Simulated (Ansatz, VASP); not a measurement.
# One calculation of Mn, two programs

Contents of INCAR:

```
PREC = Accurate ; ENCUT = 600
EDIFF = 1E-7 ; ISMEAR = -1
SIGMA = 0.1 ; LREAL = F
LASPH = T ; NELM = 100
ALGO = Normal ; ISIF = 3
LWAVE = F ; LCHARG = F
GGA = B5 ; ALDAX = 1.0
AGGAX = 1.0 ; AGGAC = 1.0
ALDAC = 0.0 ; IBRION = 2
NSW = 80 ; EDIFFG = -0.01
```

The input KPOINTS:

```
regular mesh
0
Gamma
  9 9 13
```

File POSCAR:

```
Mn
1.0
    4.0493320461      0.0000000000      0.0000000000
   -2.0246660230      3.5068244202      0.0000000000
    0.0000000000      0.0000000000      2.4822405442
Mn
3
Direct
    0.0000000000      0.0000000000      0.0000000000
    0.3333333333      0.6666666667      0.5000000000
    0.6666666667      0.3333333333      0.5000000000
```

Input for Ansatz:

```yaml
crystal:
  lattice:
    - [4.0493320461, 0.0, 0.0]
    - [-2.024666023, 3.5068244202, 0.0]
    - [0.0, 0.0, 2.4822405442]
  atoms:
    - { symbol: Mn, position: [0.0, 0.0, 0.0] }
    - { symbol: Mn, position: [0.3333333333, 0.6666666667, 0.5] }
    - { symbol: Mn, position: [0.6666666667, 0.3333333333, 0.5] }
hamiltonian:
  xc: blyp
  pseudopotentials:
    kind: paw
    azcp:
      Mn: "pseudopotentials/Mn.paw.azcp"
basis:
  ecutwfc: 420
  fft_grid_basis: typed
kpoints:
  mp_grid: { grid: [9, 9, 13], shift: [0, 0, 0] }
magnetization:
  spin_polarized: false
scf:
  occupations: { method: fermi_dirac, width: 0.1 }
relax:
  max_steps: 60
  f_tol: 0.01
  cell: {}
```

Alike in both runs: task relaxation of cell and atoms; functional BLYP; k mesh 9 × 9 × 13; occupations fermi-dirac, width 0.1 eV; no spin polarisation.

|  | VASP | Ansatz |
| --- | --- | --- |
| version | VASP 6.6.1 | Ansatz 0.2.0 |
| potentials or method | VASP PAW PBE potentials, release 64 (Mn_pv), cutoff 600 eV | plane waves (420 eV) with PAW, scalar-relativistic |
| valence electrons in the cell | 39 | 45 |

VASP gave:

- relaxed volume (Å³/atom): 11.19
- relaxed cell length with the largest relative difference (Å): 2.488

**Question.** Estimate Ansatz's values.

**Answer.** Relaxed volume (Å³/atom): 11.19; relaxed cell length with the largest relative difference (Å): 2.489.

VASP's potentials were made for PBE, not for BLYP. VASP's potentials hold 39 valence electrons a cell and Ansatz's 45, so a difference there can come from the potentials and not from the codes.

Noted on VASP's run: too few bands were computed for a metal, which touches its energy and stress.
